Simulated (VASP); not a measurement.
# SnO2 in VASP: a series of runs, part 2 of 2

VASP 6.6.1. Earlier steps stand in the parts before.

### Step 3. Single point, PBE

INCAR reads:

```
PREC     = Accurate       # precision mode
ENCUT    = 520            # plane-wave cutoff, eV
EDIFF    = 1E-6           # SCF threshold, eV
ISMEAR   = 0              # smearing method
SIGMA    = 0.05           # smearing width, eV
LREAL    = False          # projectors in reciprocal space
LASPH    = True           # aspherical terms in the spheres
NELM     = 80             # most SCF steps
ALGO     = Normal         # electronic algorithm
ISIF     = 2              # what is computed and relaxed
LWAVE    = False          # write WAVECAR
LCHARG   = True           # write CHGCAR
GGA      = PE             # functional
LELF     = True           # ELF
LVHAR    = True         
NBANDS   = 35             # bands
```

KPOINTS reads:

```
Automatic mesh
0
Gamma
  6 6 8
```

POSCAR reads:

```
SnO2
1.0
    4.7774634334      0.0000000000      0.0000000000
    0.0000000000      4.7774769549      0.0000000000
    0.0000000000      0.0000000000      3.3064824423
Sn O
2 4
Direct
    0.5000000000      0.5000000000      0.5000000000
    0.0000000000      0.0000000000      0.0000000000
    0.2772793161      0.2773372085      0.0000000000
    0.7772793161      0.2226627915      0.5000000000
    0.2227206839      0.7773372085      0.5000000000
    0.7227206839      0.7226627915      0.0000000000
```

Potentials or basis: VASP PAW PBE potentials, release 64 (Sn_d, O).

Started as:

```console
$ cat potpaw_PBE.64/Sn_d/POTCAR potpaw_PBE.64/O/POTCAR > POTCAR
$ mpirun -np 1 vasp_std > vasp.out
```

OUTCAR:

```text
PREC = Accurate
   ENCUT = 520
   EDIFF = 1E-6
   ISMEAR = 0
   LREAL = False
   LASPH = True
   NELM = 80
   ISIF = 2
   GGA = PE

 ion  position               nearest neighbor table
   1  0.500  0.500  0.500-   4 1.87   5 1.87   3 2.24   6 2.24   3 2.24   6 2.24
   2  0.000  0.000  0.000-   3 1.87   6 1.87   5 2.24   4 2.24   4 2.24   5 2.24
   3  0.277  0.277  0.000-   2 1.87   1 2.24   1 2.24
   4  0.777  0.223  0.500-   1 1.87   2 2.24   2 2.24
   5  0.223  0.777  0.500-   1 1.87   2 2.24   2 2.24
   6  0.723  0.723  0.000-   2 1.87   1 2.24   1 2.24

  LATTYP: Found a simple tetragonal cell.
 ALAT       =     4.7774634334
 C/A-ratio  =     0.6921000000

  Lattice vectors:

 A1 = (   4.7774634334,   0.0000000000,   0.0000000000)
 A2 = (   0.0000000000,   4.7774769549,   0.0000000000)
 A3 = (   0.0000000000,   0.0000000000,   3.3064824423)

Analysis of symmetry for initial positions (statically):
=====================================================================
 Subroutine PRICEL returns:
 Original cell was already a primitive cell.

 Routine SETGRP: Setting up the symmetry group for a
 simple tetragonal supercell.

 Subroutine GETGRP returns: Found  8 space group operations
 (whereof  4 operations were pure point group operations)
 out of a pool of 16 trial point group operations.

The static configuration has the point symmetry C_2h.
 The point group associated with its full space group is D_2h.

Analysis of symmetry for dynamics (positions and initial velocities):
=====================================================================
 Subroutine PRICEL returns:
 Original cell was already a primitive cell.

 Routine SETGRP: Setting up the symmetry group for a
 simple tetragonal supercell.

 Subroutine GETGRP returns: Found  8 space group operations
 (whereof  4 operations were pure point group operations)
 out of a pool of 16 trial point group operations.

The dynamic configuration has the point symmetry C_2h.
 The point group associated with its full space group is D_2h.

 Subroutine INISYM returns: Found  8 space group operations
 (whereof  4 operations are pure point group operations),
 and found     1 'primitive' translations

----------------------------------------------------------------------------------------

                                     Primitive cell

  volume of cell :      75.4679

  direct lattice vectors                    reciprocal lattice vectors
     4.777463433  0.000000000  0.000000000     0.209316097  0.000000000  0.000000000
     0.000000000  4.777476955  0.000000000     0.000000000  0.209315505  0.000000000
     0.000000000  0.000000000  3.306482442     0.000000000  0.000000000  0.302436204

  length of vectors
     4.777463433  4.777476955  3.306482442     0.209316097  0.209315505  0.302436204

  position of ions in fractional coordinates (direct lattice)
     0.500000000  0.500000000  0.500000000
     0.000000000  0.000000000  0.000000000
     0.277279316  0.277337209  0.000000000
     0.777279316  0.222662791  0.500000000
     0.222720684  0.777337209  0.500000000
     0.722720684  0.722662791  0.000000000

  ion indices of the primitive-cell ions
   primitive index   ion index
[... 32 lines left out ...]

 Following reciprocal coordinates:
            Coordinates               Weight
  0.000000  0.000000  0.000000      1.000000
  0.166667  0.000000  0.000000      2.000000
  0.000000  0.166667  0.000000      2.000000
  0.333333  0.000000  0.000000      2.000000
  0.000000  0.333333  0.000000      2.000000
  0.500000  0.000000  0.000000      1.000000
[... 16 lines left out ...]
  0.000000  0.500000  0.125000      2.000000
  0.166667  0.166667  0.125000      8.000000
 [... further k-points ...]
   k-points           NKPTS =     80   k-points in BZ     NKDIM =     80   number of bands    NBANDS=     35
   number of dos      NEDOS =    301   number of ions     NIONS =      6
   total plane-waves  NPLWV =  36288
   dimension x,y,z NGX =    36 NGY =   36 NGZ =   28
   dimension x,y,z NGXF=    72 NGYF=   72 NGZF=   56
   ions per type =               2   4
   NGX,Y,Z   is equivalent  to a cutoff of  12.53, 12.53, 14.08 a.u.
   NGXF,Y,Z  is equivalent  to a cutoff of  25.05, 25.05, 28.16 a.u.
 SYSTEM =  unknown system
   PREC   = accura    normal or accurate (medium, high low for compatibility)
   ISTART =      0    job   : 0-new  1-cont  2-samecut
   ICHARG =      2    charge: 1-file 2-atom 10-const
   ISPIN  =      1    spin polarized calculation?
   LNONCOLLINEAR =      F non collinear calculations
   LSORBIT =      F    spin-orbit coupling
   LASPH  =      T    aspherical Exc in radial PAW
   ENCUT  =  520.0 eV  38.22 Ry    6.18 a.u.   8.88  8.88  6.15*2*pi/ulx,y,z
   NELM   =     80;   NELMIN=  2; NELMDL= -5     # of ELM steps
   EDIFF  = 0.1E-05   stopping-criterion for ELM
   LREAL  =      F    real-space projection
   EDIFFG = 0.1E-04   stopping-criterion for IOM
   NSW    =      0    number of steps for IOM
   IBRION =     -1    ionic relax: 0-MD 1-quasi-New 2-CG
   NFREE  =      0    steps in history (QN), initial steepest desc. (CG)
   ISIF   =      2    stress and relaxation
   ISYM   =      2    0-nonsym 1-usesym 2-fastsym
   POTIM  = 0.5000    time-step for ionic-motion
   TEBEG  =    0.0;   TEEND  =   0.0 temperature during run
   PSTRESS=    0.0 pullay stress
   NELECT =      52.0000    total number of electrons
   NUPDOWN=      -1.0000    fix difference up-down
   EMIN   =  10.00;   EMAX   =-10.00  energy-range for DOS
   EFERMI =   0.00;   METHOD = LEGACY
   ISMEAR =     0;   SIGMA  =   0.05  broadening in eV -4-tet -1-fermi 0-gaus
   EFERMI_NEDOS =   21; number of points for ismear=-14 and -15
   IALGO  =     38    algorithm
   IMIX   =      4    mixing-type and parameters
     AMIX     =   0.40;   BMIX     =  1.00
     AMIX_MAG =   1.60;   BMIX_MAG =  1.00
  volume/ion in A,a.u.               =      12.58        84.88
  Fermi-wavevector in a.u.,A,eV,Ry     =   1.445956  2.732461 28.446926  2.090790
  Thomas-Fermi vector in A             =   2.564080
   LORBIT       =      0    0 simple, 1 ext, 2 COOP (PROOUT), +10 PAW based schemes
   GGA     = PE    functional components
   LHFCALC =     F    Hartree Fock is set to
   AEXX    =    0.0000 exact exchange contribution
   IVDW    =     0    specifies the selected vdW correction
   LEPSILON=     F    determine dielectric tensor
   LRPA    =     F    only Hartree local field effects (RPA)
 non-spin polarized calculation
 Gauss-broadening in eV      SIGMA  =   0.05
  energy-cutoff  :      520.00
  volume of cell :       75.47
 maximum number of plane-waves:      2064
   NGX = 17   NGY = 17   NGZ = 13

 number of electron      52.0000003 magnetization

 Free energy of the ion-electron system (eV)
  ---------------------------------------------------
  ext. energy  EPLUGINS =         0.00000000
  ---------------------------------------------------
  free energy    TOTEN  =       -35.69560494 eV

  energy without entropy =      -35.69560493  energy(sigma->0) =      -35.69560493

 E-fermi :   5.7472     XC(G=0): -10.9918

 val. band max:        5.5880428606   @ k =   0.0000   0.0000   0.0000
 cond. band min:       5.9063380890   @ k =   0.0000   0.0000   0.0000
 fundamental gap:      0.3182952284
 Fermi energy:         5.7471985906

 k-point     1 :       0.0000    0.0000    0.0000
  band No.  band energies     occupation
      1     -15.9749      2.00000
      2     -15.4369      2.00000
      3     -14.8326      2.00000
      4     -14.8069      2.00000
      5     -14.7469      2.00000
      6     -14.7469      2.00000
[... 901 lines left out ...]
     34      17.5984      0.00000
     35      18.0588      0.00000

 [... further k-points ...]

------------------------ aborting loop because EDIFF is reached ----------------------------------------

  FORCE on cell =-STRESS in cart. coord.  units (eV):
  Direction    XX          YY          ZZ          XY          YZ          ZX
  --------------------------------------------------------------------------------------
  -------------------------------------------------------------------------------------
  Total        5.8037031      5.8102542     -1.5001823     -0.0000000      0.0000000      0.0000000
  in kB      123.2121614    123.3512412    -31.8487526     -0.0000000      0.0000000      0.0000000
  external PRESSURE =      71.5715500 kB  Pullay stress =       0.0000000 kB

 VOLUME and BASIS-vectors are now :
 -----------------------------------------------------------------------------
  energy-cutoff  :      520.00
  volume of cell :       75.47
      direct lattice vectors                 reciprocal lattice vectors
     4.777463433  0.000000000  0.000000000     0.209316097  0.000000000  0.000000000
     0.000000000  4.777476955  0.000000000     0.000000000  0.209315505  0.000000000
     0.000000000  0.000000000  3.306482442     0.000000000  0.000000000  0.302436204

 POSITION                                       TOTAL-FORCE (eV/Angst)
 -----------------------------------------------------------------------------------
      2.38873      2.38874      1.65324         0.000000      0.000000      0.000000
      0.00000      0.00000      0.00000         0.000000      0.000000      0.000000
      1.32469      1.32497      0.00000         2.824463      2.824511      0.000000
      3.71342      1.06377      1.65324         2.824463     -2.824511      0.000000
      1.06404      3.71371      1.65324        -2.824463      2.824511     -0.000000
      3.45277      3.45250      0.00000        -2.824463     -2.824511     -0.000000
 -----------------------------------------------------------------------------------
    total drift:                                0.000000      0.000000      0.000000

  FREE ENERGIE OF THE ION-ELECTRON SYSTEM (eV)
  ---------------------------------------------------
  free  energy   TOTEN  =       -35.6956049359 eV

  energy  without entropy=      -35.6956049281  energy(sigma->0) =      -35.69560493
```

Wall time 68 s (1 thread of Intel Xeon 6975P-C (Granite Rapids), shared host); peak memory 0.29 GiB.

What came out:

* Free energy: -35.6956 eV
* Pressure: 7.2 GPa
* Largest force: 3.994 eV/Å
* Band gap on the k mesh: 0.32 eV

Forces in eV/Å, atoms in the order of the input:
```
Sn   0.000  0.000  0.000
Sn   0.000  0.000  0.000
O    2.824  2.825  0.000
O    2.824 -2.825  0.000
O   -2.824  2.825  0.000
O   -2.824 -2.825  0.000
```

Stress tensor (GPa, compression positive):
```
12.32  0.00  0.00
 0.00 12.34  0.00
 0.00  0.00 -3.18
```

Caveat: the stress differs along the axes, from -3 to 12 GPa; semilocal functionals underestimate gaps, and a narrow one can read as zero; spin-orbit coupling is left out, which moves the levels of the heavy elements; forces of over 1 eV/Å act on the atoms, so gaps and moduli don't describe the material at rest.
